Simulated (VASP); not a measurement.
A run of VASP 6.6.1 is set up as follows.

INCAR

```
SYSTEM = RePd
PREC     = Accurate       ! precision mode
ENCUT    = 520            ! plane-wave cutoff, eV
EDIFF    = 1E-6           ! SCF threshold, eV
ISMEAR   = 0              ! smearing method
SIGMA    = 0.1            ! smearing width, eV
LREAL    = .FALSE.        ! projectors in reciprocal space
LASPH    = .TRUE.         ! aspherical terms in the spheres
NELM     = 60             ! most SCF steps
ALGO     = Fast           ! electronic algorithm
ISIF     = 2              ! what is computed and relaxed
LWAVE    = .FALSE.        ! write WAVECAR
LCHARG   = .FALSE.        ! write CHGCAR
GGA      = PE             ! functional
NBANDS   = 16             ! bands
```

The input KPOINTS:

```
regular mesh
0
G
  24 24 12
  0 0 0
```

POSCAR

```
RePd
1.0
    2.7471569296      0.0000000000      0.0000000000
   -1.3735784648      2.3791076892      0.0000000000
    0.0000000000      0.0000000000      4.5478555858
Re Pd
1 1
Direct
    0.0000000000      0.0000000000      0.0000000000
    0.6666666667      0.3333333333      0.5000000000
```

Potentials or basis: VASP PAW PBE potentials, release 64 (Re, Pd).

Launch:

```bash
$ cat potpaw_PBE.64/Re/POTCAR potpaw_PBE.64/Pd/POTCAR > POTCAR
$ mpirun -np 1 vasp_std > vasp.out
```

Task: Predict the pressure.

Result: -0.6 GPa.

Task: Estimate the band gap on the k mesh.

Result: Zero (an odd number of electrons rules out a gap without spin polarisation).

Stress tensor (GPa, compression positive):
```
-0.63  0.00  0.00
 0.00 -0.63  0.00
 0.00  0.00 -0.45
```

Caveat: spin-orbit coupling is left out, which moves the levels of the heavy elements.
